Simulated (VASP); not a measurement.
A run of VASP 6.6.1:

INCAR

```
SYSTEM = TaTe
ALGO     = Normal         ! electronic algorithm
EDIFF    = 1E-8           ! SCF threshold, eV
ENCUT    = 500            ! plane-wave cutoff, eV
GGA      = PE             ! functional
GGA_COMPAT= .False.      
IBRION   = 8              ! ionic algorithm
ISIF     = 2              ! what is computed and relaxed
ISMEAR   = -1             ! smearing method
LASPH    = .True.         ! aspherical terms in the spheres
LCHARG   = .False.        ! write CHGCAR
LREAL    = .False.        ! projectors in reciprocal space
LWAVE    = .False.        ! write WAVECAR
NELM     = 120            ! most SCF steps
NSW      = 1              ! ionic steps
PREC     = Accurate       ! precision mode
SIGMA    = 0.05           ! smearing width, eV
```

The input KPOINTS:

```
k-points
0
Gamma
  8 8 8
  0 0 0
```

Contents of POSCAR:

```
TaTe
1.0
    3.4200900000      0.0000000000      0.0000000000
    0.0000000000      3.4200900000      0.0000000000
    0.0000000000      0.0000000000      3.4200900000
Ta Te
1 1
Direct
    0.5000000000      0.5000000000      0.5000000000
    0.0000000000      0.0000000000      0.0000000000
```

Potentials or basis: VASP PAW PBE potentials, release 64 (Ta_pv, Te).

Launch:

```bash
$ cat potpaw_PBE.64/Ta_pv/POTCAR potpaw_PBE.64/Te/POTCAR > POTCAR
$ mpirun -np 1 vasp_std > vasp.out
```

Hardware: 1 thread of Intel Xeon 8259CL (shared host).

Estimate the wall time of this run.

Run time: 2.5 min on 1 thread of Intel Xeon 8259CL, with other jobs on the host, peak memory 0.25 GiB. Counts: scf iterations 41, k points 35.
